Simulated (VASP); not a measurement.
Write the native input for VASP 6.6.1 that does the following.

* Task: relaxation of cell and atoms
* Functional: PBE
* Potentials or basis: VASP PAW PBE potentials, release 64 (Hf_pv, H)
* Cutoff: 600 eV
* k mesh: 22 × 22 × 22
* Occupations: gaussian, width 0.1 eV
* Spin: no spin polarisation
* Dipole correction: no
* Further INCAR settings: ALGO = Normal; EDIFF = 1e-06; IBRION = 2; EDIFFG = -0.01; NSW = 100; ISIF = 3

The structure of HfH lies in POSCAR:

```
HfH
1.0
    0.0000000000      2.2642844528      2.2642844528
    2.2642844528      0.0000000000      2.2642844528
    2.2642844528      2.2642844528      0.0000000000
Hf H
1 1
Direct
    0.0000000000      0.0000000000      0.0000000000
    0.5000000000      0.5000000000      0.5000000000
```

The cell was generated, and may not be a known phase.

These files were run (other wordings do the same):

INCAR

```
PREC     = Accurate       # precision mode
ENCUT    = 600            # plane-wave cutoff, eV
EDIFF    = 1E-6           # SCF threshold, eV
ISMEAR   = 0              # smearing method
SIGMA    = 0.1            # smearing width, eV
LREAL    = F              # projectors in reciprocal space
LASPH    = T              # aspherical terms in the spheres
NELM     = 60             # most SCF steps
ALGO     = Normal         # electronic algorithm
ISIF     = 3              # what is computed and relaxed
LWAVE    = F              # write WAVECAR
LCHARG   = F              # write CHGCAR
GGA      = PE             # functional
IBRION   = 2              # ionic algorithm
NSW      = 100            # ionic steps
EDIFFG   = -0.01          # ionic threshold
```

KPOINTS

```
regular mesh
0
Gamma
  22 22 22
```

Potentials or basis: VASP PAW PBE potentials, release 64 (Hf_pv, H).

Command:

```bash
$ cat potpaw_PBE.64/Hf_pv/POTCAR potpaw_PBE.64/H/POTCAR > POTCAR
$ mpirun -np 1 vasp_std > vasp.out
```

Results of the run:

```json
{
 "Relaxed volume": "11.66 Å³/atom",
 "Relaxed cell": "a = 3.207 Å, b = 3.207 Å, c = 3.207 Å, α = 60.00°, β = 60.00°, γ = 60.00°",
 "Space group after relaxing (to 0.1 Å)": "Fm-3m (No. 225)",
 "Energy gained by relaxing": "0.1 meV/atom",
 "Ionic steps": "3",
 "Pressure after relaxing": "0.0 GPa",
 "Band gap on the k mesh": "zero (an odd number of electrons rules out a gap without spin polarisation)"
}
```

Caveat: spin-orbit coupling is left out, which moves the levels of the heavy elements; an odd number of electrons without spin polarisation forces a metal; a magnetic or distorted state may lie lower.

Run time: 2.9 min on 1 thread of Oxide Virtual Turin-like Processor, with other jobs on the host, peak memory 0.22 GiB.
